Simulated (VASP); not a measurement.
Runs of VASP 6.6.1 on ScAl. The structure is cubic, space group Pm-3m (No. 221). Conventional cell: a = 3.370 Å, b = 3.370 Å, c = 3.370 Å, α = 90.00°, β = 90.00°, γ = 90.00°. Within 3.8 Å of Sc (site symmetry m-3m) lie 8 Al at 2.92 Å and 6 Sc at 3.37 Å. Al (site symmetry m-3m) has 8 Sc at 2.92 Å and 6 Al at 3.37 Å within 3.8 Å. 

```tsv
smearing	gap on the mesh (eV)	pressure (GPa)
methfessel-paxton 0.3 eV	none	(a)
methfessel-paxton 0.1 eV	none	0.2
methfessel-paxton 0.2 eV	none	0.2
methfessel-paxton 0.5 eV	none	0.0
```

Alike in all rows: task single point; level r2SCAN; potentials or basis VASP PAW PBE potentials, release 64 (Sc_sv, Al); no spin polarisation; cell as given; k mesh 10 × 10 × 10; cutoff (eV) 520.

**Question.** Estimate the missing entries.

**Answer.** (a) 0.1.

Caveats: the PAW data sets were made with another functional, which shifts forces and pressure a little.

A gap of «none» marks levels without a gap at the run's occupations.
